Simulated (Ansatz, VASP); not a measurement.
# SiC in VASP and in Ansatz

The input POSCAR:

```
SiC
1.0
    2.1740000000     -2.1740000000      0.0000000000
    2.1740000000      0.0000000000     -2.1740000000
    8.6960000000      8.6960000000      8.6960000000
Si C
6 6
Direct
    0.6666666667      0.6666666667      0.1666666667
    0.0000000000      0.0000000000      0.0000000000
    0.3333333333      0.3333333333      0.3333333333
    0.6666666667      0.6666666667      0.6666666667
    0.0000000000      0.0000000000      0.5000000000
    0.3333333333      0.3333333333      0.8333333333
    0.6666666667      0.6666666667      0.5416666667
    1.0000000000      1.0000000000      0.3750000000
    0.3333333333      0.3333333333      0.7083333333
    0.6666666667      0.6666666667      0.0416666667
    0.0000000000      0.0000000000      0.8750000000
    0.3333333333      0.3333333333      0.2083333333
```

Contents of INCAR.step1:

```
SYSTEM = SiC
ALGO = Normal ; EDIFF = 1E-4
ENCUT = 520 ; GGA = PE
ISMEAR = 0 ; LASPH = .True.
LCHARG = .False. ; LREAL = .False.
LWAVE = .True. ; NBANDS = 36
NELM = 80 ; PREC = Accurate
SIGMA = 0.05
```

INCAR.step2

```
SYSTEM = SiC
ALGO = Normal ; EDIFF = 1E-6
ENCUT = 520 ; ISIF = 2
ISMEAR = 0 ; ISTART = 1
LASPH = .True. ; LCHARG = .False.
LMIXTAU = .True. ; LREAL = .False.
LWAVE = .False. ; METAGGA = R2SCAN
NBANDS = 36 ; NELM = 80
PREC = Accurate ; SIGMA = 0.05
```

Contents of KPOINTS:

```
k-points
0
Gamma
  10 10 2
  0 0 0
```

Input for Ansatz:

```yaml
crystal:
  lattice:
    - [2.174, -2.174, 0.0]
    - [2.174, 0.0, -2.174]
    - [8.696, 8.696, 8.696]
  atoms:
    - { symbol: Si, position: [0.6666666667, 0.6666666667, 0.1666666667] }
    - { symbol: Si, position: [0.0, 0.0, 0.0] }
    - { symbol: Si, position: [0.3333333333, 0.3333333333, 0.3333333333] }
    - { symbol: Si, position: [0.6666666667, 0.6666666667, 0.6666666667] }
    - { symbol: Si, position: [0.0, 0.0, 0.5] }
    - { symbol: Si, position: [0.3333333333, 0.3333333333, 0.8333333333] }
    - { symbol: C, position: [0.6666666667, 0.6666666667, 0.5416666667] }
    - { symbol: C, position: [1.0, 1.0, 0.375] }
    - { symbol: C, position: [0.3333333333, 0.3333333333, 0.7083333333] }
    - { symbol: C, position: [0.6666666667, 0.6666666667, 0.0416666667] }
    - { symbol: C, position: [0.0, 0.0, 0.875] }
    - { symbol: C, position: [0.3333333333, 0.3333333333, 0.2083333333] }
basis:
  ecutwfc: 500
kpoints:
  mp_grid: { grid: [10, 10, 2] }
hamiltonian:
  xc: r2scan
scf:
  occupations: { method: gaussian, width: 0.05 }
output:
  forces: true
  stress: true
  eigenvalues: true
```

Alike in both runs: task single point; functional r2SCAN; k mesh 10 × 10 × 2; occupations gaussian, width 0.05 eV; no spin polarisation.

|  | VASP | Ansatz |
| --- | --- | --- |
| version | VASP 6.6.1 | Ansatz 0.2.0 |
| potentials or method | VASP PAW PBE potentials, release 64 (Si, C), cutoff 520 eV | scalar-relativistic, plane waves, PAW |
| valence electrons in the cell | 48 | 48 |

Ansatz gave:

| Quantity | Value |
| --- | --- |
| gap on the k mesh at the Fermi level (eV) | 1.71 |
| least direct gap on the mesh (eV) | 2.82 |
| pressure (GPa) | 1.3 |

Q: What did VASP give for the same quantities?

A: gap on the k mesh at the Fermi level (eV): 1.72; least direct gap on the mesh (eV): 2.83; pressure (GPa): 1.1.

VASP's potentials were made for PBE, not for r2SCAN.
